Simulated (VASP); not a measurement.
Input of a VASP 6.6.1 run:

POSCAR

```
CuCl
1.0
    0.0000000000      2.7100000000      2.7100000000
    2.7100000000      0.0000000000      2.7100000000
    2.7100000000      2.7100000000      0.0000000000
Cu Cl
1 1
Direct
    0.0000000000      0.0000000000      0.0000000000
    0.2500000000      0.2500000000      0.2500000000
```

Contents of INCAR.step1:

```
PREC = Accurate
ENCUT = 500
EDIFF = 1E-8
ISMEAR = 0
SIGMA = 0.01
LREAL = False
LASPH = True
NELM = 100
ALGO = Normal
LWAVE = True
LCHARG = False
GGA = PE
```

The input INCAR.step2:

```
PREC = Accurate
ENCUT = 500
EDIFF = 1E-8
ISMEAR = 0
SIGMA = 0.01
LREAL = False
LASPH = True
NELM = 1
ALGO = Exact
LWAVE = True
LCHARG = False
GGA = PE
NBANDS = 774
LOPTICS = True
ISTART = 1
```

Contents of INCAR.step3:

```
PREC = Accurate
ENCUT = 500
EDIFF = 1E-8
ISMEAR = 0
SIGMA = 0.01
LREAL = False
LASPH = True
ALGO = EVGW0
LWAVE = False
LCHARG = False
GGA = PE
NELMGW = 1
NBANDS = 774
ENCUTGW = 200
NOMEGA = 48
PRECFOCK = Fast
ISTART = 1
NBANDSGW = 17
```

KPOINTS

```
regular mesh
0
Gamma
  2 2 2
```

Potentials or basis: VASP PAW PBE potentials, release 64 (Cu_GW, Cl_GW).

Run with:

```sh
$ cat potpaw_PBE.64/Cu_GW/POTCAR potpaw_PBE.64/Cl_GW/POTCAR > POTCAR
$ cp INCAR.step1 INCAR
$ mpirun -np 1 vasp_std > vasp.out
$ cp INCAR.step2 INCAR
$ mpirun -np 1 vasp_std > vasp.out
$ cp INCAR.step3 INCAR
$ mpirun -np 1 vasp_std > vasp.out
```

What does it give for the quasiparticle gap?

1.21 eV.

What does it give for the least direct quasiparticle gap?

1.21 eV.

Predict the band gap on the k mesh, mean-field level.

0.62 eV, direct.

Caveat: the k points lie up to 1.00 Å⁻¹ apart; bands, screening cutoff and mesh are small and nothing is extrapolated, so the quasiparticle values aren't converged.
